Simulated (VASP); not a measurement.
# NbN in VASP: relaxation of the atoms with PBEsol

Aim: the relaxation of the atoms of NbN with PBEsol.

All numbers are computed with VASP 6.6.1; they aren't measurements. Logs are shortened: lines on timing, memory, paths and dates and some standing lists are left out, and cuts for length are marked.

### Step 1. The cell of the first run

The cell holds a slab with vacuum, 10 atoms: a = 3.097 Å, b = 3.097 Å, c = 26.381 Å, α = 90.00°, β = 90.00°, γ = 120.00°.

### Step 2. Relaxation of the atoms, PBEsol

INCAR reads:

```
PREC = Accurate
ENCUT = 520
EDIFF = 1E-6
ISMEAR = 0
SIGMA = 0.1
LREAL = False
LASPH = True
NELM = 80
ALGO = Normal
ISIF = 2
LWAVE = False
LCHARG = False
LDIPOL = True
IDIPOL = 3
DIPOL = 0.5 0.5 0.500
GGA = PS
IBRION = 2
NSW = 80
EDIFFG = -0.02
KPAR = 2
```

KPOINTS reads:

```
regular mesh
0
Gamma
  12 12 1
```

POSCAR reads:

```
NbN
1.0
    3.0974787953      0.0000000000      0.0000000000
   -1.5487393976      2.6824953244      0.0000000000
    0.0000000000      0.0000000000     26.3808638062
Nb N
5 5
Direct
    0.3333333333      0.6666666667      0.2842969834
    0.0000000000      0.0000000000      0.3801649908
    0.6666666667      0.3333333333      0.4760329982
    0.3333333333      0.6666666667      0.5719010055
    0.0000000000      0.0000000000      0.6677690129
    0.6666666667      0.3333333333      0.3322309871
    0.3333333333      0.6666666667      0.4280989945
    0.0000000000      0.0000000000      0.5239670018
    0.6666666667      0.3333333333      0.6198350092
    0.3333333333      0.6666666667      0.7157030166
```

Potentials or basis: VASP PAW PBE potentials, release 64 (Nb_sv, N).

Run with:

```sh
$ cat potpaw_PBE.64/Nb_sv/POTCAR potpaw_PBE.64/N/POTCAR > POTCAR
$ mpirun -np 2 vasp_std > vasp.out
```

OUTCAR:

```text
PREC = Accurate
   ENCUT = 520
   EDIFF = 1E-6
   ISMEAR = 0
   LREAL = False
   LASPH = True
   NELM = 80
   ISIF = 2
   GGA = PS
   IBRION = 2
   NSW = 80
   EDIFFG = -0.02

 ion  position               nearest neighbor table
   1  0.333  0.667  0.284-   6 2.19   6 2.19   6 2.19
   2  0.000  0.000  0.380-   6 2.19   7 2.19   7 2.19   6 2.19   6 2.19   7 2.19
   3  0.667  0.333  0.476-   8 2.19   8 2.19   8 2.19   7 2.19   7 2.19   7 2.19
   4  0.333  0.667  0.572-   8 2.19   9 2.19   9 2.19   8 2.19   8 2.19   9 2.19
   5  0.000  0.000  0.668-   9 2.19  10 2.19  10 2.19   9 2.19   9 2.19  10 2.19
   6  0.667  0.333  0.332-   2 2.19   1 2.19   1 2.19   2 2.19   2 2.19   1 2.19
   7  0.333  0.667  0.428-   2 2.19   3 2.19   3 2.19   2 2.19   2 2.19   3 2.19
   8  0.000  0.000  0.524-   3 2.19   3 2.19   3 2.19   4 2.19   4 2.19   4 2.19
   9  0.667  0.333  0.620-   5 2.19   4 2.19   4 2.19   5 2.19   5 2.19   4 2.19
  10  0.333  0.667  0.716-   5 2.19   5 2.19   5 2.19

  LATTYP: Found a hexagonal cell.
 ALAT       =     3.0974787953
 C/A-ratio  =     8.5168827778

  Lattice vectors:

 A1 = (   3.0974787953,   0.0000000000,   0.0000000000)
 A2 = (  -1.5487393976,   2.6824953244,   0.0000000000)
 A3 = (   0.0000000000,   0.0000000000,  26.3808638062)

Analysis of symmetry for initial positions (statically):
=====================================================================
 Subroutine PRICEL returns:
 Original cell was already a primitive cell.

 Routine SETGRP: Setting up the symmetry group for a
 hexagonal supercell.

 Subroutine GETGRP returns: Found  6 space group operations
 (whereof  6 operations were pure point group operations)
 out of a pool of 24 trial point group operations.

The static configuration has the point symmetry C_3v.

Analysis of symmetry for dynamics (positions and initial velocities):
=====================================================================
 Subroutine PRICEL returns:
 Original cell was already a primitive cell.

 Routine SETGRP: Setting up the symmetry group for a
 hexagonal supercell.

 Subroutine GETGRP returns: Found  6 space group operations
 (whereof  6 operations were pure point group operations)
 out of a pool of 24 trial point group operations.

The dynamic configuration has the point symmetry C_3v.
[... 164 lines left out ...]
  Direction    XX          YY          ZZ          XY          YZ          ZX
  --------------------------------------------------------------------------------------
  -------------------------------------------------------------------------------------
  Total       -4.8356402     -4.8356402     -7.2824773     -0.0000000     -0.0000000     -0.0000000
  in kB      -35.3450200    -35.3450200    -53.2296238     -0.0000000     -0.0000000     -0.0000000
  external PRESSURE =     -41.3065546 kB  Pullay stress =       0.0000000 kB
[... 25 lines left out ...]
  FREE ENERGIE OF THE ION-ELECTRON SYSTEM (eV)
  ---------------------------------------------------
  free  energy   TOTEN  =      -105.7781664858 eV

  energy  without entropy=     -105.7568370074  energy(sigma->0) =     -105.76750175

 dipolmoment           0.000000      0.000000     -0.421897 electrons x Angstroem

--------------------------------------- Ionic step        2  -------------------------------------------

 number of electron      90.0000001 magnetization

------------------------ aborting loop because EDIFF is reached ----------------------------------------

 vacuum level on the upper side and lower side of the slab       (xc-potential included)        -0.140        -0.325

  FORCE on cell =-STRESS in cart. coord.  units (eV):
  Direction    XX          YY          ZZ          XY          YZ          ZX
  --------------------------------------------------------------------------------------
  -------------------------------------------------------------------------------------
  Total       -0.6943737     -0.6943737     -2.0671747     -0.0000000     -0.0000000     -0.0000000
  in kB       -5.0753677     -5.0753677    -15.1095464     -0.0000000     -0.0000000     -0.0000000
  external PRESSURE =      -8.4200939 kB  Pullay stress =       0.0000000 kB
[... 69 lines left out ...]
  FREE ENERGIE OF THE ION-ELECTRON SYSTEM (eV)
  ---------------------------------------------------
  free  energy   TOTEN  =      -106.7385036018 eV

  energy  without entropy=     -106.7104966068  energy(sigma->0) =     -106.72450010

[... ionic steps 4 to 12 ...]

--------------------------------------- Ionic step       13  -------------------------------------------

 number of electron      89.9999998 magnetization

------------------------ aborting loop because EDIFF is reached ----------------------------------------
[... 83 lines left out ...]
--------------------------------------- Ionic step       15  -------------------------------------------

 number of electron      89.9999998 magnetization

 dipolmoment           0.000000      0.000000      0.041507 electrons x Angstroem

 Free energy of the ion-electron system (eV)
  ---------------------------------------------------
  ext. energy  EPLUGINS =         0.00000000
  ---------------------------------------------------
  free energy    TOTEN  =      -106.81245545 eV

  energy without entropy =     -106.78498307  energy(sigma->0) =     -106.79871926

 E-fermi :   3.8896     XC(G=0):  -7.2635

 val. band max:        3.8351718159   @ k =   0.0833  -0.0000   0.0000
 cond. band min:       3.8977571226   @ k =   0.0000   0.0000   0.0000
 fundamental gap:      0.0625853068
 Fermi energy:         3.8896452122

 k-point     1 :       0.0000    0.0000    0.0000
  band No.  band energies     occupation
      1     -52.4155      2.00000
      2     -52.3134      2.00000
      3     -52.2483      2.00000
      4     -52.1681      2.00000
      5     -51.5676      2.00000
      6     -29.0240      2.00000
[... 1072 lines left out ...]
     53       6.1209      0.00000
     54       6.1995      0.00000

------------------------ aborting loop because EDIFF is reached ----------------------------------------

 vacuum level on the upper side and lower side of the slab       (xc-potential included)         0.435        -0.450

  FORCE on cell =-STRESS in cart. coord.  units (eV):
  Direction    XX          YY          ZZ          XY          YZ          ZX
  --------------------------------------------------------------------------------------
  -------------------------------------------------------------------------------------
  Total       -1.3409408     -1.3409408     -0.3768971     -0.0000000      0.0000000      0.0000000
  in kB       -9.8013039     -9.8013039     -2.7548444     -0.0000000      0.0000000      0.0000000
  external PRESSURE =      -7.4524841 kB  Pullay stress =       0.0000000 kB
[... 25 lines left out ...]
  FREE ENERGIE OF THE ION-ELECTRON SYSTEM (eV)
  ---------------------------------------------------
  free  energy   TOTEN  =      -106.8124554450 eV

  energy  without entropy=     -106.7849830726  energy(sigma->0) =     -106.79871926

 reached required accuracy - stopping structural energy minimisation

 vacuum level on the upper side and lower side of the slab         9.609         8.706
```

CONTCAR:

```text
NbN
   1.00000000000000
     3.0974787952999998    0.0000000000000000    0.0000000000000000
    -1.5487393975999999    2.6824953244000000    0.0000000000000000
     0.0000000000000000    0.0000000000000000   26.3808638062000007
  Nb              N
     5     5
Direct
     0.3333333332999970    0.6666666667000030    0.2882251959464084
     1.0000000000000000    0.0000000000000000    0.3796510607280257
     0.6666666667000030    0.3333333332999970    0.4764147548097754
     0.3333333332999970    0.6666666667000030    0.5732937357030538
     0.0000000000000000    0.0000000000000000    0.6727232810805418
     0.6666666667000030    0.3333333332999970    0.3307212124405010
     0.3333333332999970    0.6666666667000030    0.4265941663651372
     0.0000000000000000    0.0000000000000000    0.5240496229079096
     0.6666666667000030    0.3333333332999970    0.6214351402540648
     0.3333333332999970    0.6666666667000030    0.7068918297645826

  0.00000000E+00  0.00000000E+00  0.00000000E+00
  0.00000000E+00  0.00000000E+00  0.00000000E+00
  0.00000000E+00  0.00000000E+00  0.00000000E+00
  0.00000000E+00  0.00000000E+00  0.00000000E+00
  0.00000000E+00  0.00000000E+00  0.00000000E+00
  0.00000000E+00  0.00000000E+00  0.00000000E+00
  0.00000000E+00  0.00000000E+00  0.00000000E+00
  0.00000000E+00  0.00000000E+00  0.00000000E+00
  0.00000000E+00  0.00000000E+00  0.00000000E+00
  0.00000000E+00  0.00000000E+00  0.00000000E+00
```

It took 23 min on 2 MPI ranks of Intel Xeon Platinum 8488C (Sapphire Rapids), shared host; peak memory 0.43 GiB.

What came out:

* Free energy: -106.8125 eV
* Energy gained by relaxing: 103.4 meV/atom
* Ionic steps: 15
* Largest force after relaxing: 0.020 eV/Å
* Band gap on the k mesh: zero (bands 45 and 46 overlap by 1.74 eV)

Forces on the atoms (eV/Å):
```
Nb   0.000  0.000  0.015
Nb   0.000  0.000  0.020
Nb   0.000  0.000 -0.020
Nb   0.000  0.000  0.007
Nb   0.000  0.000 -0.001
N    0.000  0.000  0.005
N    0.000  0.000  0.007
N    0.000  0.000 -0.016
N    0.000  0.000 -0.008
N    0.000  0.000 -0.009
```

Step by step:
| step | energy change (eV) | largest force (eV/Å) | pressure (GPa) |
| --- | --- | --- | --- |
| 1 | 0.0000 | 4.8839 | -4.13 |
| 2 | -0.8682 | 2.3445 | -0.84 |
| 3 | -0.9603 | 0.7513 | -1.97 |
| 4 | -0.9603 | 0.7407 | -2.04 |
| 5 | -1.0149 | 0.2924 | -1.52 |
| 6 | -1.0277 | 0.2500 | -1.07 |
| 7 | -1.0330 | 0.0859 | -0.97 |
| 8 | -1.0332 | 0.0832 | -0.94 |
| 9 | -1.0332 | 0.0828 | -0.94 |
| 10 | -1.0337 | 0.0301 | -0.89 |
| 11 | -1.0338 | 0.0400 | -0.88 |
| 12 | -1.0339 | 0.0273 | -0.86 |
| 13 | -1.0340 | 0.0488 | -0.84 |
| 14 | -1.0341 | 0.0391 | -0.82 |
| 15 | -1.0343 | 0.0200 | -0.75 |

Final structure:
```yaml
crystal:
  lattice:
    - [3.09748, 0.00000, 0.00000]
    - [-1.54874, 2.68250, 0.00000]
    - [0.00000, 0.00000, 26.38086]
  atoms:
    - { symbol: Nb, position: [0.33333, 0.66667, 0.28823] }
    - { symbol: Nb, position: [0.00000, 0.00000, 0.37965] }
    - { symbol: Nb, position: [0.66667, 0.33333, 0.47641] }
    - { symbol: Nb, position: [0.33333, 0.66667, 0.57329] }
    - { symbol: Nb, position: [0.00000, 0.00000, 0.67272] }
    - { symbol: N, position: [0.66667, 0.33333, 0.33072] }
    - { symbol: N, position: [0.33333, 0.66667, 0.42659] }
    - { symbol: N, position: [0.00000, 0.00000, 0.52405] }
    - { symbol: N, position: [0.66667, 0.33333, 0.62144] }
    - { symbol: N, position: [0.33333, 0.66667, 0.70689] }
```

Caveat: the PAW data sets were made with another functional, which shifts forces and pressure a little.

The gap in the log of VASP goes by the Fermi energy; the results here count the filled bands.